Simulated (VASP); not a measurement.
# As (I4_1/amd) in VASP: relaxation of cell and atoms with PBE

Aim: the relaxation of cell and atoms of As with PBE.

Everything below comes from runs of VASP 6.6.1. Logs are shortened: lines on timing, memory, paths and dates and some standing lists are left out, and cuts for length are marked.

**1. The cell of the first run**

The structure is tetragonal, space group I4_1/amd (No. 141). Conventional cell: a = 5.299 Å, b = 5.299 Å, c = 2.890 Å, α = 90.00°, β = 90.00°, γ = 90.00°. As (site symmetry -4m2) has 10 As at 2.75 to 3.42 Å within 3.6 Å.

**2. Relaxation of cell and atoms, PBE**

The input, INCAR:

```
SYSTEM = As
ALGO = Normal
EDIFF = 1E-6
EDIFFG = -0.01
ENCUT = 600
GGA = PE
IBRION = 2
ISIF = 3
ISMEAR = 0
LASPH = .True.
LCHARG = .False.
LREAL = .False.
LWAVE = .False.
NELM = 100
NSW = 100
PREC = Accurate
SIGMA = 0.1
```

The input, KPOINTS:

```
k-points
0
Gamma
  22 22 22
  0 0 0
```

The input, POSCAR:

```
As
1.0
   -2.6493126013      2.6493126013      1.4452489289
    2.6493126013     -2.6493126013      1.4452489289
    2.6493126013      2.6493126013     -1.4452489289
As
2
Direct
    0.0000000000      0.0000000000      0.0000000000
    0.7500000000      0.2500000000      0.5000000000
```

Potentials or basis: VASP PAW PBE potentials, release 64 (As).

Launch:

```bash
$ cat potpaw_PBE.64/As/POTCAR > POTCAR
$ mpirun -np 1 vasp_std > vasp.out
```

OUTCAR:

```text
SYSTEM = As
   EDIFF = 1E-6
   EDIFFG = -0.01
   ENCUT = 600
   GGA = PE
   IBRION = 2
   ISIF = 3
   ISMEAR = 0
   LASPH = .True.
   LREAL = .False.
   NELM = 100
   NSW = 100
   PREC = Accurate

 ion  position               nearest neighbor table
   1  0.000  0.000  0.000-   2 2.75   2 2.75   2 2.75   2 2.75
   2  0.750  0.250  0.500-   1 2.75   1 2.75   1 2.75   1 2.75

  LATTYP: Found a body centered tetragonal cell.
 ALAT       =     5.2986252026
 C/A-ratio  =     0.5455184595

  Lattice vectors:

 A1 = (  -2.6493126013,   2.6493126013,   1.4452489289)
 A2 = (   2.6493126013,  -2.6493126013,   1.4452489289)
 A3 = (   2.6493126013,   2.6493126013,  -1.4452489289)

Analysis of symmetry for initial positions (statically):
=====================================================================
 Subroutine PRICEL returns:
 Original cell was already a primitive cell.

 Routine SETGRP: Setting up the symmetry group for a
 body centered tetragonal supercell.

 Subroutine GETGRP returns: Found 16 space group operations
 (whereof  8 operations were pure point group operations)
 out of a pool of 16 trial point group operations.

The static configuration has the point symmetry D_2d.
 The point group associated with its full space group is D_4h.

Analysis of symmetry for dynamics (positions and initial velocities):
=====================================================================
 Subroutine PRICEL returns:
 Original cell was already a primitive cell.

 Routine SETGRP: Setting up the symmetry group for a
 body centered tetragonal supercell.

 Subroutine GETGRP returns: Found 16 space group operations
 (whereof  8 operations were pure point group operations)
 out of a pool of 16 trial point group operations.

The dynamic configuration has the point symmetry D_2d.
 The point group associated with its full space group is D_4h.

 Subroutine INISYM returns: Found 16 space group operations
 (whereof  8 operations are pure point group operations),
 and found     1 'primitive' translations

----------------------------------------------------------------------------------------

                                     Primitive cell

  volume of cell :      40.5760

  direct lattice vectors                    reciprocal lattice vectors
    -2.649312601  2.649312601  1.445248929     0.000000000  0.188728201  0.345961163
     2.649312601 -2.649312601  1.445248929     0.188728201  0.000000000  0.345961163
     2.649312601  2.649312601 -1.445248929     0.188728201  0.188728201  0.000000000

  length of vectors
     4.015776262  4.015776262  4.015776262     0.394090675  0.394090675  0.266901981

  position of ions in fractional coordinates (direct lattice)
     0.000000000  0.000000000  0.000000000
     0.750000000  0.250000000  0.500000000

  ion indices of the primitive-cell ions
   primitive index   ion index
                 1           1
                 2           2

----------------------------------------------------------------------------------------

 KPOINTS: k-points

Automatic generation of k-mesh.
 Grid dimensions read from file:
 generate k-points for:   22   22   22

 Generating k-lattice:

  Cartesian coordinates                     Fractional coordinates (reciprocal lattice)
     0.000000000  0.008578555  0.015725507     0.045454545  0.000000000  0.000000000
     0.008578555  0.000000000  0.015725507     0.000000000  0.045454545  0.000000000
     0.008578555  0.008578555  0.000000000     0.000000000  0.000000000  0.045454545

  Length of vectors
     0.017913212  0.017913212  0.012131908

  Shift w.r.t. Gamma in fractional coordinates (k-lattice)
     0.000000000  0.000000000  0.000000000

 Subroutine IBZKPT returns following result:
 ===========================================

 Found    834 irreducible k-points:

 Following reciprocal coordinates:
            Coordinates               Weight
  0.000000  0.000000  0.000000      1.000000
  0.045455  0.000000  0.000000      8.000000
  0.090909  0.000000  0.000000      8.000000
  0.136364 -0.000000  0.000000      8.000000
  0.181818 -0.000000  0.000000      8.000000
  0.227273 -0.000000  0.000000      8.000000
[... 16 lines left out ...]
  0.500000  0.045455  0.000000     16.000000
 -0.454545  0.045455 -0.000000     16.000000
 [... further k-points ...]
   k-points           NKPTS =    834   k-points in BZ     NKDIM =    834   number of bands    NBANDS=      9
   number of dos      NEDOS =    301   number of ions     NIONS =      2
   total plane-waves  NPLWV =  32768
   dimension x,y,z NGX =    32 NGY =   32 NGZ =   32
   dimension x,y,z NGXF=    64 NGYF=   64 NGZF=   64
   ions per type =               2
   NGX,Y,Z   is equivalent  to a cutoff of  13.25, 13.25, 13.25 a.u.
   NGXF,Y,Z  is equivalent  to a cutoff of  26.49, 26.49, 26.49 a.u.
 SYSTEM =  As
   PREC   = accura    normal or accurate (medium, high low for compatibility)
   ISTART =      0    job   : 0-new  1-cont  2-samecut
   ICHARG =      2    charge: 1-file 2-atom 10-const
   ISPIN  =      1    spin polarized calculation?
   LNONCOLLINEAR =      F non collinear calculations
   LSORBIT =      F    spin-orbit coupling
   LASPH  =      T    aspherical Exc in radial PAW
   ENCUT  =  600.0 eV  44.10 Ry    6.64 a.u.   8.02  8.02  8.02*2*pi/ulx,y,z
   NELM   =    100;   NELMIN=  2; NELMDL= -5     # of ELM steps
   EDIFF  = 0.1E-05   stopping-criterion for ELM
   LREAL  =      F    real-space projection
   EDIFFG = -.1E-01   stopping-criterion for IOM
   NSW    =    100    number of steps for IOM
   IBRION =      2    ionic relax: 0-MD 1-quasi-New 2-CG
   NFREE  =      1    steps in history (QN), initial steepest desc. (CG)
   ISIF   =      3    stress and relaxation
   ISYM   =      2    0-nonsym 1-usesym 2-fastsym
   POTIM  = 0.5000    time-step for ionic-motion
   TEBEG  =    0.0;   TEEND  =   0.0 temperature during run
   PSTRESS=    0.0 pullay stress
   NELECT =      10.0000    total number of electrons
   NUPDOWN=      -1.0000    fix difference up-down
   EMIN   =  10.00;   EMAX   =-10.00  energy-range for DOS
   EFERMI =   0.00;   METHOD = LEGACY
   ISMEAR =     0;   SIGMA  =   0.10  broadening in eV -4-tet -1-fermi 0-gaus
   EFERMI_NEDOS =   21; number of points for ismear=-14 and -15
   IALGO  =     38    algorithm
   IMIX   =      4    mixing-type and parameters
     AMIX     =   0.40;   BMIX     =  1.00
     AMIX_MAG =   1.60;   BMIX_MAG =  1.00
  volume/ion in A,a.u.               =      20.29       136.91
  Fermi-wavevector in a.u.,A,eV,Ry     =   1.026404  1.939623 14.333817  1.053506
  Thomas-Fermi vector in A             =   2.160295
   LORBIT       =      0    0 simple, 1 ext, 2 COOP (PROOUT), +10 PAW based schemes
   GGA     = PE    functional components
   LHFCALC =     F    Hartree Fock is set to
   AEXX    =    0.0000 exact exchange contribution
   IVDW    =     0    specifies the selected vdW correction
   LEPSILON=     F    determine dielectric tensor
   LRPA    =     F    only Hartree local field effects (RPA)
 conjugate gradient relaxation of ions
 non-spin polarized calculation
 Gauss-broadening in eV      SIGMA  =   0.10
  energy-cutoff  :      600.00
  volume of cell :       40.58
 maximum number of plane-waves:      1382
   NGX = 17   NGY = 17   NGZ = 17

--------------------------------------- Ionic step        1  -------------------------------------------

 number of electron      10.0000000 magnetization

 number of electron       9.9999999 magnetization

 Free energy of the ion-electron system (eV)
  ---------------------------------------------------
  ext. energy  EPLUGINS =         0.00000000
  ---------------------------------------------------
  free energy    TOTEN  =        -8.87897480 eV

  energy without entropy =       -8.87393996  energy(sigma->0) =       -8.87645738

------------------------ aborting loop because EDIFF is reached ----------------------------------------

  FORCE on cell =-STRESS in cart. coord.  units (eV):
  Direction    XX          YY          ZZ          XY          YZ          ZX
  --------------------------------------------------------------------------------------
  -------------------------------------------------------------------------------------
  Total        0.2308830      0.2308830     -0.3020826      0.0000000     -0.0000000      0.0000000
  in kB        9.1166117      9.1166117    -11.9279879      0.0000000     -0.0000000      0.0000000
  external PRESSURE =       2.1017452 kB  Pullay stress =       0.0000000 kB
[... 237 lines left out ...]
  energy  without entropy=       -8.8826239515  energy(sigma->0) =       -8.88472273

--------------------------------------- Ionic step        8  -------------------------------------------

 number of electron      10.0000000 magnetization

 Free energy of the ion-electron system (eV)
  ---------------------------------------------------
  ext. energy  EPLUGINS =         0.00000000
  ---------------------------------------------------
  free energy    TOTEN  =        -8.88687630 eV

  energy without entropy =       -8.88267514  energy(sigma->0) =       -8.88477572

 E-fermi :   5.7783     XC(G=0): -10.3840

 val. band max:        5.7648632660   @ k =  -0.0909   0.5000   0.0455
 cond. band min:       5.7812902235   @ k =   0.2727   0.1818   0.1818
 fundamental gap:      0.0164269575
 Fermi energy:         5.7782817804

 k-point     1 :       0.0000    0.0000    0.0000
  band No.  band energies     occupation
      1      -8.9629      2.00000
      2      -2.5054      2.00000
      3       1.8314      2.00000
      4       1.8314      2.00000
      5       8.4830      0.00000
      6       9.8668      0.00000
      7       9.8668      0.00000
      8      10.8376      0.00000
      9      10.9747      0.00000
[... 265 lines left out ...]
 k-point    24 :      -0.4545    0.0455   -0.0000
  band No.  band energies     occupation
      1      -5.4317      2.00000
      2      -2.6432      2.00000
      3       1.0096      2.00000
      4       2.6804      2.00000
      5       2.8152      2.00000
      6       6.5792      0.00000
      7       7.7129      0.00000
      8       7.7613      0.00000
      9      12.7063      0.00000

 [... further k-points ...]

------------------------ aborting loop because EDIFF is reached ----------------------------------------

  FORCE on cell =-STRESS in cart. coord.  units (eV):
  Direction    XX          YY          ZZ          XY          YZ          ZX
  --------------------------------------------------------------------------------------
  -------------------------------------------------------------------------------------
  Total        0.0039518      0.0039518     -0.0006356      0.0000000     -0.0000000      0.0000000
  in kB        0.1559000      0.1559000     -0.0250754      0.0000000     -0.0000000      0.0000000
  external PRESSURE =       0.0955749 kB  Pullay stress =       0.0000000 kB
[... 17 lines left out ...]
  FREE ENERGIE OF THE ION-ELECTRON SYSTEM (eV)
  ---------------------------------------------------
  free  energy   TOTEN  =        -8.8868763003 eV

  energy  without entropy=       -8.8826751441  energy(sigma->0) =       -8.88477572

 reached required accuracy - stopping structural energy minimisation
```

Wall time 5.6 min (1 thread of Intel Xeon 6975P-C (Granite Rapids), shared host); peak memory 0.49 GiB.

Results:

```yaml
Free_energy: -8.8869 eV
Relaxed_volume: 20.31 Å³/atom
Relaxed_cell: a = 4.047 Å, b = 4.047 Å, c = 4.047 Å, α = 96.99°, β = 96.99°, γ = 139.18°
Space_group_after_relaxing_to_0.1_Å: I4_1/amd (No. 141)
Energy_gained_by_relaxing: 4.0 meV/atom
Ionic_steps: 8
Pressure_after_relaxing: 0.0 GPa
Band_gap_on_the_k_mesh: zero (bands 5 and 6 overlap by 6.77 eV)
```

Step by step:
```tsv
step	energy change (eV)	largest force (eV/Å)	pressure (GPa)	volume (Å³)
1	0.0000	0.0000	0.21	40.58
2	-0.0040	0.0000	-0.14	40.73
3	-0.0063	0.0000	-0.86	41.07
4	-0.0070	0.0000	-0.59	40.93
5	-0.0071	0.0000	-0.65	40.96
6	-0.0073	0.0000	0.41	40.41
7	-0.0078	0.0000	-0.10	40.67
8	-0.0079	0.0000	0.01	40.61
```

Final structure:
```
CELL_PARAMETERS angstrom
-2.68208 2.68208 1.41144
2.68208 -2.68208 1.41144
2.68208 2.68208 -1.41144
ATOMIC_POSITIONS crystal
As 0.00000 0.00000 0.00000
As 0.75000 0.25000 0.50000
```
